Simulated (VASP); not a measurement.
A run of VASP 6.6.1:

INCAR

```
SYSTEM = Y2Si3Rh
PREC = Accurate
ENCUT = 520
EDIFF = 1E-6
ISMEAR = 0
SIGMA = 0.1
LREAL = Auto
LASPH = .TRUE.
NELM = 60
ALGO = Normal
ISIF = 2
LWAVE = .FALSE.
LCHARG = .FALSE.
GGA = PS
NBANDS = 116
```

The input KPOINTS:

```
regular mesh
0
G
  3 3 2
  0 0 0
```

POSCAR

```
Y2Si3Rh
1.0
    8.1804857007      0.0000000000      0.0000000000
   -4.0902428503      7.0845084321      0.0000000000
    0.0000000000      0.0000000000      7.9425500000
Y Si Rh
8 12 4
Direct
    0.0000000000      0.0000000000      0.7500000000
    0.0000000000      0.0000000000      0.2500000000
    0.4914150000      0.9828300000      0.7500000000
    0.0171700000      0.5085850000      0.7500000000
    0.4914150000      0.5085850000      0.7500000000
    0.5085850000      0.0171700000      0.2500000000
    0.9828300000      0.4914150000      0.2500000000
    0.5085850000      0.4914150000      0.2500000000
    0.8330710000      0.6661420000      0.9994680000
    0.3338580000      0.1669290000      0.9994680000
    0.8330710000      0.1669290000      0.9994680000
    0.1669290000      0.3338580000      0.0005320000
    0.6661420000      0.8330710000      0.0005320000
    0.1669290000      0.8330710000      0.0005320000
    0.1669290000      0.3338580000      0.4994680000
    0.6661420000      0.8330710000      0.4994680000
    0.1669290000      0.8330710000      0.4994680000
    0.8330710000      0.6661420000      0.5005320000
    0.3338580000      0.1669290000      0.5005320000
    0.8330710000      0.1669290000      0.5005320000
    0.6666666700      0.3333333300      0.9681080000
    0.3333333300      0.6666666700      0.0318920000
    0.3333333300      0.6666666700      0.4681080000
    0.6666666700      0.3333333300      0.5318920000
```

Potentials or basis: VASP PAW PBE potentials, release 64 (Y_sv, Si, Rh_pv).

Run with:

```bash
$ cat potpaw_PBE.64/Y_sv/POTCAR potpaw_PBE.64/Si/POTCAR potpaw_PBE.64/Rh_pv/POTCAR > POTCAR
$ mpirun -np 1 vasp_std > vasp.out
```

Hardware: 1 thread of Intel Xeon 8259CL, on a shared host.

Estimate the wall time of this run.

It took 24 min on 1 thread of Intel Xeon 8259CL, on a shared host, peak memory 0.68 GiB. Counts: scf iterations 16, k points 6.
